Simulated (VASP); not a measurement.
# Al in VASP: single point with PBE+D3(BJ)

Aim: the single point of Al with PBE+D3(BJ).

Everything below comes from runs of VASP 6.6.1. Logs are shortened: lines on timing, memory, paths and dates and some standing lists are left out, and cuts for length are marked.

## (1) The cell of the first run

The cell holds a slab with vacuum, 24 atoms: a = 5.728 Å, b = 5.728 Å, c = 28.191 Å, α = 90.00°, β = 90.00°, γ = 60.00°.

## (2) Single point, PBE+D3(BJ)

Contents of INCAR:

```
PREC = Accurate
ENCUT = 400
EDIFF = 1E-6
ISMEAR = 1
SIGMA = 0.1
LREAL = F
LASPH = T
NELM = 120
ALGO = Normal
ISIF = 2
LWAVE = F
LCHARG = T
GGA = PE
IVDW = 12
LELF = T
LVHAR = T
NBANDS = 54
GGA_COMPAT = F
NELMDL = -8
```

Contents of KPOINTS:

```
regular mesh
0
Gamma
  6 6 1
```

Contents of POSCAR:

```
Al
1.0
    5.7275649276      0.0000000000      0.0000000000
    2.8637824638      4.9602167291      0.0000000000
    0.0000000000      0.0000000000     28.1913429511
Al
24
Direct
    0.1666666700      0.1666666700      0.0886797100
    0.6666666700      0.1666666700      0.0886797100
    0.1666666700      0.6666666700      0.0886797100
    0.6666666700      0.6666666700      0.0886797100
    0.8333333300      0.3333333300      0.1716224900
    0.3333333300      0.3333333300      0.1716224900
    0.8333333300      0.8333333300      0.1716224900
    0.3333333300      0.8333333300      0.1716224900
   -0.0001670757     -0.0002093843      0.2520833606
    0.4994560325      0.0002024096      0.2521105259
   -0.0005419416      0.5000702021      0.2521100260
    0.4996180540      0.4999780796      0.2521048580
    0.1658686405      0.1667149382      0.3331625803
    0.6656855819      0.1667034510      0.3331606356
    0.1656269659      0.6669304237      0.3331647277
    0.6656723223      0.6665330471      0.3331520483
    0.8318506875      0.3334106429      0.4136497785
    0.3317549153      0.3334711948      0.4136688483
    0.8319451861      0.8334768891      0.4136260939
    0.3317393934      0.8335747445      0.4136458332
   -0.0019854184      0.0001316764      0.4965078715
    0.4980163724      0.0004837729      0.4963365244
   -0.0021829312      0.5004251264      0.4964436077
    0.4981102004      0.5001950556      0.4963500643
```

Potentials or basis: VASP PAW PBE potentials, release 64 (Al).

On the command line:

```console
cat potpaw_PBE.64/Al/POTCAR > POTCAR
mpirun -np 1 vasp_std > vasp.out
```

OUTCAR:

```text
PREC = Accurate
   ENCUT = 400
   EDIFF = 1E-6
   ISMEAR = 1
   LREAL = F
   LASPH = T
   NELM = 120
   ISIF = 2
   GGA = PE
   IVDW = 12
   NELMDL = -8
 IVDW          = 12

 ion  position               nearest neighbor table
   1  0.167  0.167  0.089-   6 2.86   8 2.86   5 2.86   3 2.86   3 2.86   4 2.86   4 2.86   2 2.86
                             2 2.86
   2  0.667  0.167  0.089-   5 2.86   7 2.86   6 2.86   4 2.86   3 2.86   4 2.86   3 2.86   1 2.86
                             1 2.86
   3  0.167  0.667  0.089-   8 2.86   6 2.86   7 2.86   1 2.86   1 2.86   2 2.86   2 2.86   4 2.86
                             4 2.86
   4  0.667  0.667  0.089-   7 2.86   5 2.86   8 2.86   2 2.86   1 2.86   2 2.86   1 2.86   3 2.86
                             3 2.86
   5  0.833  0.333  0.172-  11 2.81   9 2.81  12 2.81   2 2.86   4 2.86   1 2.86   7 2.86   7 2.86
                             8 2.86   8 2.86   6 2.86   6 2.86
   6  0.333  0.333  0.172-  12 2.81  10 2.81  11 2.81   1 2.86   3 2.86   2 2.86   8 2.86   7 2.86
                             8 2.86   7 2.86   5 2.86   5 2.86
   7  0.833  0.833  0.172-   9 2.81  11 2.81  10 2.81   4 2.86   2 2.86   3 2.86   5 2.86   5 2.86
                             6 2.86   6 2.86   8 2.86   8 2.86
   8  0.333  0.833  0.172-  10 2.81   9 2.81  12 2.81   3 2.86   1 2.86   4 2.86   6 2.86   5 2.86
                             6 2.86   5 2.86   7 2.86   7 2.86
   9  1.000  1.000  0.252-   7 2.81   8 2.81   5 2.81  15 2.82  13 2.82  14 2.82  12 2.86  10 2.86
[... 17 lines left out ...]
  18  0.332  0.333  0.414-  13 2.81  15 2.81  14 2.81  22 2.86  24 2.86  23 2.86  20 2.86  19 2.86
                            17 2.86  17 2.86  19 2.86  20 2.86
  19  0.832  0.833  0.414-  14 2.81  16 2.81  15 2.81  23 2.86  22 2.86  21 2.86  20 2.86  17 2.86
                            18 2.86  18 2.86  17 2.86  20 2.86
  20  0.332  0.834  0.414-  15 2.81  13 2.81  16 2.81  22 2.86  24 2.86  19 2.86  17 2.86  21 2.86
                            18 2.86  18 2.86  17 2.86  19 2.86
  21  0.998  0.000  0.497-  19 2.86  17 2.86  23 2.86  22 2.86  20 2.86  24 2.86  24 2.86  22 2.86
                            23 2.86
  22  0.498  0.000  0.496-  18 2.86  20 2.86  19 2.86  24 2.86  21 2.86  23 2.86  23 2.86  21 2.86
                            24 2.87
  23  0.998  0.500  0.496-  17 2.86  19 2.86  18 2.86  21 2.86  24 2.86  22 2.86  22 2.86  24 2.86
                            21 2.86
  24  0.498  0.500  0.496-  18 2.86  20 2.86  17 2.86  22 2.86  23 2.86  21 2.86  21 2.86  23 2.86
                            22 2.87

  LATTYP: Found a hexagonal cell.
 ALAT       =     5.7275649276
 C/A-ratio  =     4.9220468572

  Lattice vectors:

 A1 = (  -2.8637824638,  -4.9602167291,   0.0000000000)
 A2 = (   5.7275649276,   0.0000000000,   0.0000000000)
 A3 = (   0.0000000000,   0.0000000000,  28.1913429511)

Analysis of symmetry for initial positions (statically):
=====================================================================
 Subroutine PRICEL returns:
 Original cell was already a primitive cell.

 Routine SETGRP: Setting up the symmetry group for a
 hexagonal supercell.

 Subroutine GETGRP returns: Found  1 space group operations
 (whereof  1 operations were pure point group operations)
 out of a pool of 24 trial point group operations.

The static configuration has the point symmetry C_1 .

Analysis of symmetry for dynamics (positions and initial velocities):
=====================================================================
 Subroutine PRICEL returns:
 Original cell was already a primitive cell.

 Routine SETGRP: Setting up the symmetry group for a
 hexagonal supercell.

 Subroutine GETGRP returns: Found  1 space group operations
 (whereof  1 operations were pure point group operations)
 out of a pool of 24 trial point group operations.

The dynamic configuration has the point symmetry C_1 .

 Subroutine INISYM returns: Found  1 space group operations
 (whereof  1 operations are pure point group operations),
 and found     1 'primitive' translations

----------------------------------------------------------------------------------------

                                     Primitive cell

  volume of cell :     800.9150

  direct lattice vectors                    reciprocal lattice vectors
     5.727564928  0.000000000  0.000000000     0.174594267 -0.100802047  0.000000000
     2.863782464  4.960216729  0.000000000     0.000000000  0.201604094  0.000000000
     0.000000000  0.000000000 28.191342951     0.000000000  0.000000000  0.035471882

  length of vectors
     5.727564928  5.727564928 28.191342951     0.201604094  0.201604094  0.035471882

[... 63 lines left out ...]
  Cartesian coordinates                     Fractional coordinates (reciprocal lattice)
     0.029099044 -0.016800341  0.000000000     0.166666667 -0.000000000  0.000000000
     0.000000000  0.033600682  0.000000000     0.000000000  0.166666667  0.000000000
     0.000000000  0.000000000  0.035471882     0.000000000  0.000000000  1.000000000

  Length of vectors
     0.033600682  0.033600682  0.035471882

  Shift w.r.t. Gamma in fractional coordinates (k-lattice)
     0.000000000  0.000000000  0.000000000

 Subroutine IBZKPT returns following result:
 ===========================================

 Found     20 irreducible k-points:

 Following reciprocal coordinates:
            Coordinates               Weight
  0.000000  0.000000  0.000000      1.000000
  0.166667  0.000000  0.000000      2.000000
  0.166667  0.166667  0.000000      2.000000
  0.000000  0.166667  0.000000      2.000000
  0.333333  0.000000  0.000000      2.000000
  0.333333  0.333333  0.000000      2.000000
[... 12 lines left out ...]
  0.500000 -0.333333  0.000000      2.000000
 -0.333333  0.333333  0.000000      2.000000
   k-points           NKPTS =     20   k-points in BZ     NKDIM =     20   number of bands    NBANDS=     54
   number of dos      NEDOS =    301   number of ions     NIONS =     24
   total plane-waves  NPLWV = 307200
   dimension x,y,z NGX =    40 NGY =   40 NGZ =  192
   dimension x,y,z NGXF=    80 NGYF=   80 NGZF=  384
   ions per type =              24
   NGX,Y,Z   is equivalent  to a cutoff of  11.61, 11.61, 11.32 a.u.
   NGXF,Y,Z  is equivalent  to a cutoff of  23.22, 23.22, 22.64 a.u.
 SYSTEM =  unknown system
   PREC   = accura    normal or accurate (medium, high low for compatibility)
   ISTART =      0    job   : 0-new  1-cont  2-samecut
   ICHARG =      2    charge: 1-file 2-atom 10-const
   ISPIN  =      1    spin polarized calculation?
   LNONCOLLINEAR =      F non collinear calculations
   LSORBIT =      F    spin-orbit coupling
   LASPH  =      T    aspherical Exc in radial PAW
   ENCUT  =  400.0 eV  29.40 Ry    5.42 a.u.   9.34  9.34 45.97*2*pi/ulx,y,z
   NELM   =    120;   NELMIN=  2; NELMDL= -8     # of ELM steps
   EDIFF  = 0.1E-05   stopping-criterion for ELM
   LREAL  =      F    real-space projection
   EDIFFG = 0.1E-04   stopping-criterion for IOM
   NSW    =      0    number of steps for IOM
   IBRION =     -1    ionic relax: 0-MD 1-quasi-New 2-CG
   NFREE  =      0    steps in history (QN), initial steepest desc. (CG)
   ISIF   =      2    stress and relaxation
   ISYM   =      2    0-nonsym 1-usesym 2-fastsym
   POTIM  = 0.5000    time-step for ionic-motion
   TEBEG  =    0.0;   TEEND  =   0.0 temperature during run
   PSTRESS=    0.0 pullay stress
   NELECT =      72.0000    total number of electrons
   NUPDOWN=      -1.0000    fix difference up-down
   EMIN   =  10.00;   EMAX   =-10.00  energy-range for DOS
   EFERMI =   0.00;   METHOD = LEGACY
   ISMEAR =     1;   SIGMA  =   0.10  broadening in eV -4-tet -1-fermi 0-gaus
   EFERMI_NEDOS =   21; number of points for ismear=-14 and -15
   IALGO  =     38    algorithm
   IMIX   =      4    mixing-type and parameters
     AMIX     =   0.40;   BMIX     =  1.00
     AMIX_MAG =   1.60;   BMIX_MAG =  1.00
  volume/ion in A,a.u.               =      33.37       225.20
  Fermi-wavevector in a.u.,A,eV,Ry     =   0.733371  1.385870  7.317655  0.537832
  Thomas-Fermi vector in A             =   1.826063
   LORBIT       =      0    0 simple, 1 ext, 2 COOP (PROOUT), +10 PAW based schemes
   GGA     = PE    functional components
   LHFCALC =     F    Hartree Fock is set to
   AEXX    =    0.0000 exact exchange contribution
   IVDW    =    12    specifies the selected vdW correction
   LEPSILON=     F    determine dielectric tensor
   LRPA    =     F    only Hartree local field effects (RPA)
 non-spin polarized calculation
 Methfessel and Paxton  Order N= 1 SIGMA  =   0.10
  energy-cutoff  :      400.00
  volume of cell :      800.92
 maximum number of plane-waves:     14594
 NGX is ok and might be reduce to    40
   NGX = 19   NGY = 19   NGZ = 91

 number of electron      71.9999999 magnetization

 Free energy of the ion-electron system (eV)
  ---------------------------------------------------
  ext. energy  EPLUGINS =         0.00000000
  ---------------------------------------------------
  free energy    TOTEN  =       -86.99426741 eV

  energy without entropy =      -86.97541315  energy(sigma->0) =      -86.98798265

 E-fermi :   1.8121     XC(G=0):  -5.6688

 val. band max:        1.8119178460   @ k =   0.5000   0.5000   0.0000
 cond. band min:       1.8124514298   @ k =   0.5000   0.0000   0.0000
 fundamental gap:      0.0005335838
 Fermi energy:         1.8120637215

 k-point     1 :       0.0000    0.0000    0.0000
  band No.  band energies     occupation
      1      -9.1172      2.00000
      2      -8.5589      2.00000
      3      -7.7011      2.00000
      4      -6.6074      2.00000
      5      -5.1852      2.00000
      6      -3.4007      2.00000
[... 1009 lines left out ...]
     47       4.4049      0.00000
     48       4.5530      0.00000
 [bands above 48 left out]

------------------------ aborting loop because EDIFF is reached ----------------------------------------

 Edisp (eV)   -6.80464

 E8    (eV) :    -3.1129

  FORCE on cell =-STRESS in cart. coord.  units (eV):
  Direction    XX          YY          ZZ          XY          YZ          ZX
  --------------------------------------------------------------------------------------
  -------------------------------------------------------------------------------------
  Total     -10.84756   -10.83460    -0.27494     0.05205    -0.00641     0.04785
  in kB     -21.69982   -21.67389    -0.55001     0.10413    -0.01282     0.09571
  external pressure =      -14.64 kB  Pullay stress =        0.00 kB

 VOLUME and BASIS-vectors are now :
 -----------------------------------------------------------------------------
  energy-cutoff  :      400.00
  volume of cell :      800.92
      direct lattice vectors                 reciprocal lattice vectors
     5.727564928  0.000000000  0.000000000     0.174594267 -0.100802047  0.000000000
     2.863782464  4.960216729  0.000000000     0.000000000  0.201604094  0.000000000
     0.000000000  0.000000000 28.191342951     0.000000000  0.000000000  0.035471882

 POSITION                                       TOTAL-FORCE (eV/Angst)
 -----------------------------------------------------------------------------------
      1.43189      0.82670      2.50000         0.000712      0.000237      0.012608
      4.29567      0.82670      2.50000        -0.000429      0.000283      0.013218
      2.86378      3.30681      2.50000         0.000094     -0.000285      0.012590
      5.72756      3.30681      2.50000         0.000199     -0.000348      0.013490
      5.72756      1.65341      4.83827        -0.001042     -0.000170     -0.011070
      2.86378      1.65341      4.83827        -0.001901      0.000401     -0.012035
[... 16 lines left out ...]
      7.14817      2.48222     13.99541         0.002370     -0.003107     -0.002840
      4.28541      2.48108     13.99277         0.000252      0.002673      0.004059
 -----------------------------------------------------------------------------------
    total drift:                                0.000008     -0.000000      0.000175

  FREE ENERGIE OF THE ION-ELECTRON SYSTEM (eV)
  ---------------------------------------------------
  free  energy   TOTEN  =       -93.7989122528 eV

  energy  without entropy=      -93.7800579885  energy(sigma->0) =      -93.79262750
```

It took 52 min on 1 thread of Intel Xeon 8259CL, shared host; peak memory 0.84 GiB.

Results:

- Free energy: -93.7989 eV
- Largest force: 0.013 eV/Å
- Band gap on the k mesh: zero (bands 36 and 37 overlap by 1.39 eV)
- Dispersion energy per atom: -0.284 eV

Forces on the atoms (eV/Å):
```
Al   0.001  0.000  0.013
Al   0.000  0.000  0.013
Al   0.000  0.000  0.013
Al   0.000  0.000  0.013
Al  -0.001  0.000 -0.011
Al  -0.002  0.000 -0.012
Al  -0.001  0.000 -0.011
Al  -0.001  0.000 -0.012
Al  -0.004  0.004  0.003
Al   0.002 -0.003  0.000
Al   0.000  0.000  0.000
Al   0.000 -0.001  0.000
Al  -0.003  0.002  0.000
Al   0.001  0.000 -0.001
Al  -0.001 -0.003  0.000
Al   0.003  0.002  0.002
Al   0.002  0.000 -0.001
Al   0.001  0.002 -0.007
Al  -0.001 -0.001  0.001
Al   0.000 -0.001 -0.002
Al   0.005  0.001 -0.007
Al  -0.003 -0.002  0.005
Al   0.002 -0.003 -0.003
Al   0.000  0.003  0.004
```
